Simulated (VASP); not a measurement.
Here is a VASP 6.6.1 calculation.

The input INCAR:

```
PREC = Accurate
ENCUT = 520
EDIFF = 1E-7
ISMEAR = -1
SIGMA = 0.05
LREAL = False
LASPH = True
NELM = 100
ALGO = Normal
ISIF = 2
LWAVE = False
LCHARG = False
GGA = PE
NBANDS = 26
```

KPOINTS

```
Automatic mesh
0
Gamma
  5 5 5
```

Contents of POSCAR:

```
Rb3Pt
1.0
    5.4987900000      0.0000000000      0.0000000000
    0.0000000000      5.4987900000      0.0000000000
    0.0000000000      0.0000000000      5.4987900000
Pt Rb
1 3
Direct
    0.5000000000      0.5000000000      0.5000000000
    0.5000000000      0.0000000000      0.0000000000
    0.0000000000      0.5000000000      0.0000000000
    0.0000000000      0.0000000000      0.5000000000
```

Potentials or basis: VASP PAW PBE potentials, release 64 (Pt, Rb_sv).

Command:

```sh
$ cat potpaw_PBE.64/Pt/POTCAR potpaw_PBE.64/Rb_sv/POTCAR > POTCAR
$ mpirun -np 1 vasp_std > vasp.out
```

(1) Estimate the pressure.

(2) What does it give for the band gap on the k mesh?

Results:

(1) -0.1 GPa.

(2) zero (an odd number of electrons rules out a gap without spin polarisation).

Caveat: spin-orbit coupling is left out, which moves the levels of the heavy elements.
